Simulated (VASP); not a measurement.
# CaO (Fm-3m) in VASP: settings compared

The runs below take CaO through density of states, with LDA, PBE, RPBE, revPBE.

Program: VASP 6.6.1. These are calculated values, not measurements. Logs are shortened: lines on timing, memory, paths and dates and some standing lists are left out, and cuts for length are marked.

### Step 1. The cell of the first run

The structure is cubic, space group Fm-3m (No. 225). The conventional cell has a = 4.807 Å, b = 4.807 Å, c = 4.807 Å, α = 90.00°, β = 90.00°, γ = 90.00°. Within 3.2 Å of Ca (site symmetry m-3m) lie 6 O at 2.40 Å. Within 3.2 Å of O (site symmetry m-3m) lie 6 Ca at 2.40 Å.

### Step 2. Density of states, LDA

POSCAR reads:

```
CaO
1.0
    0.0000000000      2.4035556960      2.4035556960
    2.4035556960      0.0000000000      2.4035556960
    2.4035556960      2.4035556960      0.0000000000
Ca O
1 1
Direct
    0.0000000000      0.0000000000      0.0000000000
    0.5000000000      0.5000000000      0.5000000000
```

INCAR.step1 reads:

```
SYSTEM = CaO
PREC = Accurate
ENCUT = 520
EDIFF = 1E-6
ISMEAR = -1
SIGMA = 0.05
LREAL = .False.
LASPH = .True.
NELM = 60
ALGO = Normal
ISIF = 2
LWAVE = .False.
LCHARG = .True.
NBANDS = 15
```

KPOINTS.step1 reads:

```
regular mesh
0
Gamma
  6 6 6
  0 0 0
```

INCAR.step2 reads:

```
SYSTEM = CaO
PREC = Accurate
ENCUT = 520
EDIFF = 1E-6
ISMEAR = -5
SIGMA = 0.05
LREAL = .False.
LASPH = .True.
NELM = 60
ALGO = Normal
ISIF = 2
LWAVE = .False.
LCHARG = .False.
LORBIT = 10
NBANDS = 15
NEDOS = 1001
ICHARG = 11
```

KPOINTS.step2 reads:

```
regular mesh
0
Gamma
  9 9 9
  0 0 0
```

Potentials or basis: VASP PAW LDA potentials, release 64 (Ca_sv, O).

On the command line:

```
> cat potpaw_LDA.64/Ca_sv/POTCAR potpaw_LDA.64/O/POTCAR > POTCAR
> cp INCAR.step1 INCAR
> cp KPOINTS.step1 KPOINTS
> mpirun -np 1 vasp_std > vasp.out
> cp INCAR.step2 INCAR
> cp KPOINTS.step2 KPOINTS
> mpirun -np 1 vasp_std > vasp.out
```

OUTCAR:

```text
SYSTEM = CaO
   PREC = Accurate
   ENCUT = 520
   EDIFF = 1E-6
   ISMEAR = -5
   LREAL = .False.
   LASPH = .True.
   NELM = 60
   ISIF = 2
   LORBIT = 10
   ICHARG = 11

 ion  position               nearest neighbor table
   1  0.000  0.000  0.000-   2 2.40   2 2.40   2 2.40   2 2.40   2 2.40   2 2.40
   2  0.500  0.500  0.500-   1 2.40   1 2.40   1 2.40   1 2.40   1 2.40   1 2.40

  LATTYP: Found a face centered cubic cell.
 ALAT       =     4.8071113920

  Lattice vectors:

 A1 = (   0.0000000000,   2.4035556960,   2.4035556960)
 A2 = (   2.4035556960,   0.0000000000,   2.4035556960)
 A3 = (   2.4035556960,   2.4035556960,   0.0000000000)

Analysis of symmetry for initial positions (statically):
=====================================================================
 Subroutine PRICEL returns:
 Original cell was already a primitive cell.

 Routine SETGRP: Setting up the symmetry group for a
 face centered cubic supercell.

 Subroutine GETGRP returns: Found 48 space group operations
 (whereof 48 operations were pure point group operations)
 out of a pool of 48 trial point group operations.

The static configuration has the point symmetry O_h .

Analysis of symmetry for dynamics (positions and initial velocities):
=====================================================================
 Subroutine PRICEL returns:
 Original cell was already a primitive cell.

 Routine SETGRP: Setting up the symmetry group for a
 face centered cubic supercell.

 Subroutine GETGRP returns: Found 48 space group operations
 (whereof 48 operations were pure point group operations)
 out of a pool of 48 trial point group operations.

The dynamic configuration has the point symmetry O_h .

 Subroutine INISYM returns: Found 48 space group operations
 (whereof 48 operations are pure point group operations),
 and found     1 'primitive' translations

----------------------------------------------------------------------------------------

                                     Primitive cell

  volume of cell :      27.7711

  direct lattice vectors                    reciprocal lattice vectors
     0.000000000  2.403555696  2.403555696    -0.208025136  0.208025136  0.208025136
     2.403555696  0.000000000  2.403555696     0.208025136 -0.208025136  0.208025136
     2.403555696  2.403555696  0.000000000     0.208025136  0.208025136 -0.208025136

  length of vectors
     3.399141063  3.399141063  3.399141063     0.360310104  0.360310104  0.360310104

  position of ions in fractional coordinates (direct lattice)
     0.000000000  0.000000000  0.000000000
     0.500000000  0.500000000  0.500000000

  ion indices of the primitive-cell ions
   primitive index   ion index
                 1           1
                 2           2

----------------------------------------------------------------------------------------

 KPOINTS: regular mesh

Automatic generation of k-mesh.
 Grid dimensions read from file:
 generate k-points for:    9    9    9

 Generating k-lattice:

  Cartesian coordinates                     Fractional coordinates (reciprocal lattice)
    -0.023113904  0.023113904  0.023113904     0.111111111  0.000000000  0.000000000
     0.023113904 -0.023113904  0.023113904     0.000000000  0.111111111  0.000000000
     0.023113904  0.023113904 -0.023113904     0.000000000  0.000000000  0.111111111

  Length of vectors
     0.040034456  0.040034456  0.040034456

  Shift w.r.t. Gamma in fractional coordinates (k-lattice)
     0.000000000  0.000000000  0.000000000

 TETIRR: Found    115 inequivalent tetrahedra from     4374

 Subroutine IBZKPT returns following result:
 ===========================================

 Found     35 irreducible k-points:

 Following reciprocal coordinates:
            Coordinates               Weight
  0.000000  0.000000  0.000000      1.000000
  0.111111  0.000000  0.000000      8.000000
  0.222222  0.000000  0.000000      8.000000
  0.333333  0.000000  0.000000      8.000000
  0.444444  0.000000  0.000000      8.000000
  0.111111  0.111111  0.000000      6.000000
[... 16 lines left out ...]
 -0.333333  0.333333  0.000000     12.000000
  0.444444  0.444444  0.000000      6.000000
 [... further k-points ...]
   k-points           NKPTS =     35   k-points in BZ     NKDIM =     35   number of bands    NBANDS=     15
   number of dos      NEDOS =   1001   number of ions     NIONS =      2
   total plane-waves  NPLWV =  21952
   dimension x,y,z NGX =    28 NGY =   28 NGZ =   28
   dimension x,y,z NGXF=    56 NGYF=   56 NGZF=   56
   ions per type =               1   1
   NGX,Y,Z   is equivalent  to a cutoff of  13.69, 13.69, 13.69 a.u.
   NGXF,Y,Z  is equivalent  to a cutoff of  27.39, 27.39, 27.39 a.u.
 SYSTEM =  CaO
   PREC   = accura    normal or accurate (medium, high low for compatibility)
   ISTART =      0    job   : 0-new  1-cont  2-samecut
   ICHARG =     11    charge: 1-file 2-atom 10-const
   ISPIN  =      1    spin polarized calculation?
   LNONCOLLINEAR =      F non collinear calculations
   LSORBIT =      F    spin-orbit coupling
   LASPH  =      T    aspherical Exc in radial PAW
   ENCUT  =  520.0 eV  38.22 Ry    6.18 a.u.   6.32  6.32  6.32*2*pi/ulx,y,z
   NELM   =     60;   NELMIN=  2; NELMDL=  0     # of ELM steps
   EDIFF  = 0.1E-05   stopping-criterion for ELM
   LREAL  =      F    real-space projection
   EDIFFG = 0.1E-04   stopping-criterion for IOM
   NSW    =      0    number of steps for IOM
   IBRION =     -1    ionic relax: 0-MD 1-quasi-New 2-CG
   NFREE  =      0    steps in history (QN), initial steepest desc. (CG)
   ISIF   =      2    stress and relaxation
   ISYM   =      2    0-nonsym 1-usesym 2-fastsym
   POTIM  = 0.5000    time-step for ionic-motion
   TEBEG  =    0.0;   TEEND  =   0.0 temperature during run
   PSTRESS=    0.0 pullay stress
   NELECT =      16.0000    total number of electrons
   NUPDOWN=      -1.0000    fix difference up-down
   EMIN   =  10.00;   EMAX   =-10.00  energy-range for DOS
   EFERMI =   0.00;   METHOD = LEGACY
   ISMEAR =    -5;   SIGMA  =   0.05  broadening in eV -4-tet -1-fermi 0-gaus
   EFERMI_NEDOS =   21; number of points for ismear=-14 and -15
   IALGO  =     38    algorithm
   IMIX   =      4    mixing-type and parameters
     AMIX     =   0.40;   BMIX     =  1.00
     AMIX_MAG =   1.60;   BMIX_MAG =  1.00
  volume/ion in A,a.u.               =      13.89        93.70
  Fermi-wavevector in a.u.,A,eV,Ry     =   1.362231  2.574243 25.247954  1.855672
  Thomas-Fermi vector in A             =   2.488738
   LORBIT       =     10    0 simple, 1 ext, 2 COOP (PROOUT), +10 PAW based schemes
   GGA     = CA    functional components
   LHFCALC =     F    Hartree Fock is set to
   AEXX    =    0.0000 exact exchange contribution
   IVDW    =     0    specifies the selected vdW correction
   LEPSILON=     F    determine dielectric tensor
   LRPA    =     F    only Hartree local field effects (RPA)
 non-spin polarized calculation
 Fermi weights with tetrahedron method with Bloechl corrections
  energy-cutoff  :      520.00
  volume of cell :       27.77
 maximum number of plane-waves:       759
 NGX is ok and might be reduce to    28

 number of electron      15.9999997 magnetization

 Free energy of the ion-electron system (eV)
  ---------------------------------------------------
  ext. energy  EPLUGINS =         0.00000000
  ---------------------------------------------------
  free energy    TOTEN  =       -14.19215178 eV

  energy without entropy =      -14.19215178  energy(sigma->0) =      -14.19215178

 E-fermi :   2.0518     XC(G=0): -11.0273

 val. band max:        2.0118045220   @ k =   0.0000   0.0000   0.0000
 cond. band min:       5.5281866830   @ k =   0.4444   0.4444   0.0000
 fundamental gap:      3.5163821610
 Fermi energy:         2.0517845676

 k-point     1 :       0.0000    0.0000    0.0000
  band No.  band energies     occupation
      1     -35.0510      2.00000
      2     -16.0988      2.00000
      3     -16.0988      2.00000
      4     -16.0988      2.00000
      5     -13.1955      2.00000
      6       2.0118      2.00000
      7       2.0118      2.00000
      8       2.0118      2.00000
      9       6.5708      0.00000
     10       8.1197      0.00000
     11       8.1197      0.00000
     12       8.1197      0.00000
     13       9.6771      0.00000
     14       9.6771      0.00000
     15      16.8212      0.00000

 k-point     2 :       0.1111    0.0000    0.0000
  band No.  band energies     occupation
      1     -35.0381      2.00000
      2     -16.2784      2.00000
      3     -16.1055      2.00000
      4     -16.1055      2.00000
      5     -13.0070      2.00000
      6       1.5616      2.00000
      7       1.8374      2.00000
      8       1.8374      2.00000
      9       7.1296      0.00000
     10       8.0798      0.00000
     11       8.3352      0.00000
     12       8.3352      0.00000
     13       9.9773      0.00000
     14       9.9773      0.00000
     15      17.3295      0.00000
[... 365 lines left out ...]
      3     -16.5525      2.00000
      4     -16.2343      2.00000
      5     -12.3852      2.00000
      6       0.2403      2.00000
      7       0.8696      2.00000
      8       1.0270      2.00000
      9       7.8748      0.00000
     10       9.3185      0.00000
     11      10.6300      0.00000
     12      10.6707      0.00000
     13      12.1216      0.00000
     14      15.2865      0.00000
     15      15.6986      0.00000

 k-point    24 :       0.4444    0.4444    0.0000
  band No.  band energies     occupation
      1     -34.9106      2.00000
      2     -16.7440      2.00000
      3     -16.3333      2.00000
      4     -16.3333      2.00000
      5     -12.9033      2.00000
      6       0.6270      2.00000
      7       1.6350      2.00000
      8       1.6350      2.00000
      9       5.5282      0.00000
     10       9.9440      0.00000
     11      10.8414      0.00000
     12      11.4715      0.00000
     13      11.4715      0.00000
     14      12.8968      0.00000
     15      15.6396      0.00000

 [... further k-points ...]

------------------------ aborting loop because EDIFF is reached ----------------------------------------

  FORCE on cell =-STRESS in cart. coord.  units (eV):
  Direction    XX          YY          ZZ          XY          YZ          ZX
  --------------------------------------------------------------------------------------
  -------------------------------------------------------------------------------------
  Total       -1.0925040     -1.0925040     -1.0925040      0.0000000      0.0000000      0.0000000
  in kB      -63.0290934    -63.0290934    -63.0290934      0.0000000      0.0000000      0.0000000
  external PRESSURE =     -63.0290934 kB  Pullay stress =       0.0000000 kB

 VOLUME and BASIS-vectors are now :
 -----------------------------------------------------------------------------
  energy-cutoff  :      520.00
  volume of cell :       27.77
      direct lattice vectors                 reciprocal lattice vectors
     0.000000000  2.403555696  2.403555696    -0.208025136  0.208025136  0.208025136
     2.403555696  0.000000000  2.403555696     0.208025136 -0.208025136  0.208025136
     2.403555696  2.403555696  0.000000000     0.208025136  0.208025136 -0.208025136

 POSITION                                       TOTAL-FORCE (eV/Angst)
 -----------------------------------------------------------------------------------
      0.00000      0.00000      0.00000        -0.000000     -0.000000     -0.000000
      2.40356      2.40356      2.40356         0.000000      0.000000      0.000000
 -----------------------------------------------------------------------------------
    total drift:                                0.000000      0.000000      0.000000

  FREE ENERGIE OF THE ION-ELECTRON SYSTEM (eV)
  ---------------------------------------------------
  free  energy   TOTEN  =       -14.1921517802 eV

  energy  without entropy=      -14.1921517802  energy(sigma->0) =      -14.19215178

 total charge

# of ion       s       p       d       tot
------------------------------------------
    1        2.041   5.873   0.308   8.222
    2        1.538   3.425   0.000   4.964
--------------------------------------------------
tot          3.579   9.298   0.308  13.186
```

Wall time 13 s (1 thread of Intel Xeon Platinum 8375C at 2.90GHz (Ice Lake), shared host); peak memory 0.14 GiB.

What came out:

- Valence electrons inside the program's atomic spheres: Ca 8.22; O 4.96

(Continued in part 2 of 2.)
